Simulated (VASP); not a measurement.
A run of VASP 6.6.1 is set up as follows.

File INCAR:

```
SYSTEM = EuAlIr
ALGO = Normal
EDIFF = 1E-6
ENCUT = 520
GGA = PE
ISIF = 2
ISMEAR = 0
ISPIN = 2
LASPH = .TRUE.
LCHARG = .TRUE.
LELF = .TRUE.
LMAXMIX = 6
LORBIT = 11
LREAL = .FALSE.
LVHAR = .TRUE.
LWAVE = .FALSE.
MAGMOM = 7.35 0 0
NBANDS = 26
NELM = 150
PREC = Accurate
SIGMA = 0.1
```

KPOINTS

```
k-points
0
G
  6 6 4
  0 0 0
```

Contents of POSCAR:

```
EuAlIr
1.0
    4.2538997000      0.0000000000      0.0000000000
   -2.1269499000      3.6839852000      0.0000000000
    0.0000000000      0.0000000000      4.2806759000
Eu Al Ir
1 1 1
Direct
    0.6666667000      0.3333333000      0.5000000000
    0.3333333000      0.6666667000      0.0000000000
    0.0000000000      0.0000000000      0.0000000000
```

Potentials or basis: VASP PAW PBE potentials, release 64 (Eu, Al, Ir).

Launch:

```console
$ cat potpaw_PBE.64/Eu/POTCAR potpaw_PBE.64/Al/POTCAR potpaw_PBE.64/Ir/POTCAR > POTCAR
$ mpirun -np 1 vasp_std > vasp.out
```

Question: Predict the site moments.

Answer: Eu +6.46; Al +0.00; Ir -0.07 μB.

Question: What does it give for the pressure?

Answer: -0.2 GPa.

Question: Predict the net moment.

Answer: 6.81 μB per cell.

Stress tensor (GPa, compression positive):
```
-0.22  0.00  0.00
 0.00 -0.22  0.00
 0.00  0.00 -0.10
```

Caveat: the k points lie up to 0.37 Å⁻¹ apart. The state reached can hang on the start; a lower one may exist.
